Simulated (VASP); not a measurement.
Here is a VASP 6.6.1 calculation.

Contents of INCAR:

```
SYSTEM = KCdF3
PREC = Accurate
ENCUT = 520
EDIFF = 1E-7
ISMEAR = 0
SIGMA = 0.05
LREAL = .False.
LASPH = .True.
NELM = 100
ALGO = Normal
ISIF = 2
LWAVE = .False.
LCHARG = .False.
NBANDS = 29
```

KPOINTS

```
regular mesh
0
Gamma
  6 6 6
  0 0 0
```

Contents of POSCAR:

```
KCdF3
1.0
    4.4697308004      0.0000000000      0.0000000000
    0.0000000000      4.4697308004      0.0000000000
    0.0000000000      0.0000000000      4.3820890200
K Cd F
1 1 3
Direct
    0.0000000000      0.0000000000      0.0000000000
    0.5000000000      0.5000000000      0.5000000000
    0.0000000000      0.5000000000      0.5000000000
    0.5000000000      0.0000000000      0.5000000000
    0.5000000000      0.5000000000      0.0000000000
```

Potentials or basis: VASP PAW LDA potentials, release 64 (K_sv, Cd, F).

Command:

```console
$ cat potpaw_LDA.64/K_sv/POTCAR potpaw_LDA.64/Cd/POTCAR potpaw_LDA.64/F/POTCAR > POTCAR
$ mpirun -np 1 vasp_std > vasp.out
```

Task: Predict the pressure.

Result: -5.0 GPa.

Task: Predict the band gap on the k mesh.

Result: 2.73 eV (least direct gap 4.32 eV).

Stress tensor (GPa, compression positive):
```
-5.48  0.00  0.00
 0.00 -5.48  0.00
 0.00  0.00 -3.99
```

Caveat: the cell differs from its parent crystal (strain +0.0200 x Voigt [1, 1, 0, 0, 0, 0]); the cell stands under tension. A k mesh can miss the band edges.
